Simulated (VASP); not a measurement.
**K2S: single point with HSE06**

Crystal: K2S.

```
CELL_PARAMETERS angstrom
0.00000 3.70272 3.70272
3.70272 0.00000 3.70272
3.70272 3.70272 0.00000
ATOMIC_POSITIONS crystal
K 0.25000 0.25000 0.25000
K 0.75000 0.75000 0.75000
S 0.00000 0.00000 0.00000
```

- Program: VASP 6.6.1
- Task: single point
- Functional: HSE06
- Potentials or basis: VASP PAW PBE potentials, release 64 (K_sv, S)
- Cutoff: 400 eV
- k mesh: 4 × 4 × 4
- Occupations: gaussian, width 0.01 eV
- Spin: no spin polarisation
- Dipole correction: no
- Grid for exact exchange (PRECFOCK): Normal
- Further INCAR settings: ALGO = Normal; EDIFF = 1e-06; NBANDS = 19
- Screening parameter: 0.2079 1/Å

```
Pressure               : 0.2 GPa
Band gap on the k mesh : 3.31 eV, indirect (least direct gap 3.49 eV)
```

Levels at points of the mesh, in eV from the valence-band top:
```csv
k point,band 8,band 9,band 10,band 11,band 12,band 13,band 14,band 15,band 16,band 17
"(0.00, 0.00, 0.00)",-13.57,-10.61,-0.18,-0.18,-0.18,3.31,6.70,6.70,8.76,8.76
"(0.50, 0.00, 0.00)",-13.69,-10.38,-0.64,-0.06,-0.06,5.72,6.07,6.95,6.95,8.97
"(0.50, 0.50, 0.00)",-13.50,-10.32,-0.76,0.00,0.00,4.44,6.45,7.81,8.00,8.85
```

Run time: 10 min on 1 thread of Intel(R) Xeon(R) Platinum 8375C CPU @ 2.90GHz (Ice Lake), with other jobs on the host, peak memory 0.32 GiB.

Caveat: the PAW data sets were made with another functional, which shifts forces and pressure a little. A k mesh can miss the band edges.
